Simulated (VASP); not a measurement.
Here is a VASP 6.6.1 calculation.

The input INCAR:

```
ALGO     = Normal         # electronic algorithm
EDIFF    = 1E-6           # SCF threshold, eV
ENCUT    = 520            # plane-wave cutoff, eV
GGA      = PE             # functional
ISIF     = 2              # what is computed and relaxed
ISMEAR   = 0              # smearing method
IVDW     = 12             # dispersion correction
LASPH    = T              # aspherical terms in the spheres
LCHARG   = F              # write CHGCAR
LREAL    = F              # projectors in reciprocal space
LWAVE    = F              # write WAVECAR
NBANDS   = 35             # bands
NELM     = 80             # most SCF steps
PREC     = Accurate       # precision mode
SIGMA    = 0.05           # smearing width, eV
```

File KPOINTS:

```
k-points
0
Gamma
  12 12 4
```

Contents of POSCAR:

```
SnO2
1.0
    3.2112908149      0.0000000000      0.0000000000
   -1.6056454074      2.7810594246      0.0000000000
    0.0000000000      0.0000000000     10.3366770592
Sn O
2 4
Direct
    0.0000000000      0.0000000000      0.5000000000
    0.0000000000      0.0000000000      0.0000000000
    0.6666666667      0.3333333333      0.4018520904
    0.6666666667      0.3333333333      0.0981479096
    0.3333333333      0.6666666667      0.5981479096
    0.3333333333      0.6666666667      0.9018520904
```

Potentials or basis: VASP PAW PBE potentials, release 64 (Sn_d, O).

Run with:

```console
$ cat potpaw_PBE.64/Sn_d/POTCAR potpaw_PBE.64/O/POTCAR > POTCAR
$ mpirun -np 1 vasp_std > vasp.out
```

(1) Estimate the dispersion energy per atom.

(2) What does it give for the pressure?

(3) Predict the band gap on the k mesh.

(4) Estimate the largest force.

Results:

(1) -0.165 eV.

(2) 0.6 GPa.

(3) 2.06 eV, indirect (least direct gap 2.43 eV).

(4) 0.058 eV/Å.

Caveat: spin-orbit coupling is left out, which moves the levels of the heavy elements.
